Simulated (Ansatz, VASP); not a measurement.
GeSb2O in VASP and in Ansatz

INCAR

```
PREC = Accurate ; ENCUT = 520
EDIFF = 1E-6 ; ISMEAR = 0
SIGMA = 0.1 ; LREAL = F
LASPH = T ; NELM = 60
ALGO = Normal ; ISIF = 2
LWAVE = F ; LCHARG = T
GGA = PE ; LELF = T
LVHAR = T ; NBANDS = 23
```

The input KPOINTS:

```
regular mesh
0
Gamma
  6 6 4
```

The input POSCAR:

```
GeSb2O
1.0
    3.7069461400      0.0000000000      0.0000000000
   -1.8534730700      3.2103095300      0.0000000000
    0.0000000000      0.0000000000      7.1377298200
Ge Sb O
1 2 1
Direct
    0.0000000000      0.0000000000      0.5000000000
    0.0000000000      0.0000000000      0.7598101300
    0.0000000000      0.0000000000      0.2401898700
    0.0000000000      0.0000000000      0.0000000000
```

Input for Ansatz:

```yaml
crystal:
  lattice:
    - [3.70694614, 0.0, 0.0]
    - [-1.85347307, 3.21030953, 0.0]
    - [0.0, 0.0, 7.13772982]
  atoms:
    - { symbol: Ge, position: [0.0, 0.0, 0.5] }
    - { symbol: Sb, position: [0.0, 0.0, 0.75981013] }
    - { symbol: Sb, position: [0.0, 0.0, 0.24018987] }
    - { symbol: O, position: [0.0, 0.0, 0.0] }
basis:
  ecutwfc: 420
kpoints:
  mp_grid: { grid: [6, 6, 4] }
hamiltonian:
  xc: pbe
scf:
  occupations: { method: gaussian, width: 0.1 }
  lower_state_search: "off"
output:
  forces: true
  stress: true
  eigenvalues: true
```

Alike in both runs: task single point; functional PBE; k mesh 6 × 6 × 4; occupations gaussian, width 0.1 eV; no spin polarisation.

|  | VASP | Ansatz |
| --- | --- | --- |
| version | VASP 6.6.1 | Ansatz 0.2.0 |
| potentials or method | VASP PAW PBE potentials, release 64 (Ge_d, Sb, O), cutoff 520 eV | scalar-relativistic, plane waves, PAW |
| valence electrons in the cell | 30 | 50 |

Ansatz gave:

| Property | Result |
| --- | --- |
| gap on the k mesh at the Fermi level (eV) | none |
| rms of the force components (eV/Å) | 5.356 |

**Question.** Estimate VASP's values.

**Answer.** gap on the k mesh at the Fermi level (eV): none; rms of the force components (eV/Å): 5.220.

Atom by atom the forces differ by 0.136 eV/Å (rms over components). A gap of «none» marks a metal or a gap that the smearing closes. VASP's potentials hold 30 valence electrons a cell and Ansatz's 50, so a difference there can come from the potentials and not from the codes.

Spin-orbit coupling is off throughout.
